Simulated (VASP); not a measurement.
Crystal: Si2Ni.

```xyz
3
Lattice="0.0000 2.5488 2.5488 2.5488 0.0000 2.5488 2.5488 2.5488 0.0000" Properties=species:S:1:pos:R:3 pbc="T T T"
Si    1.2744    1.2744    1.2744
Si    3.8232    3.8232    3.8232
Ni    0.0000    0.0000    0.0000
```

Base run:

| Quantity | Value |
| --- | --- |
| Program | VASP 6.6.1 |
| Functional | PBE |
| Potentials or basis | VASP PAW PBE potentials, release 64 (Si, Ni) |
| Cutoff | 520 eV |
| k mesh | 14 × 14 × 14 |
| Occupations | gaussian, width 0.15 eV |
| Spin | collinear spin, ferromagnetic start |
| Starting moments | [0.0, 0.0, 0.625] μB |
| Fixed moment | 0.625 μB |

Its results: pressure 48.1 GPa; site moments Si +0.08; Ni +0.29 μB.

After a change of settings the same cell gave: pressure 45.6 GPa; site moments Si +0.03; Ni +0.13 μB. Which change was it?
A. fixed moment from 0.625 μB to 0.25 μB; moments at the start from [0.0, 0.0, 0.62] to [0.0, 0.0, 0.25]
B. fixed moment from 0.625 μB to 1 μB; moments at the start from [0.0, 0.0, 0.62] to [0.0, 0.0, 1.0]
C. fixed moment from 0.625 μB to 0.5 μB; moments at the start from [0.0, 0.0, 0.62] to [0.0, 0.0, 0.5]
D. fixed moment from 0.625 μB to 0.875 μB; moments at the start from [0.0, 0.0, 0.62] to [0.0, 0.0, 0.88]

A.

Caveats: the cell stands under pressure; the total moment is fixed, so each spin has its own Fermi level.
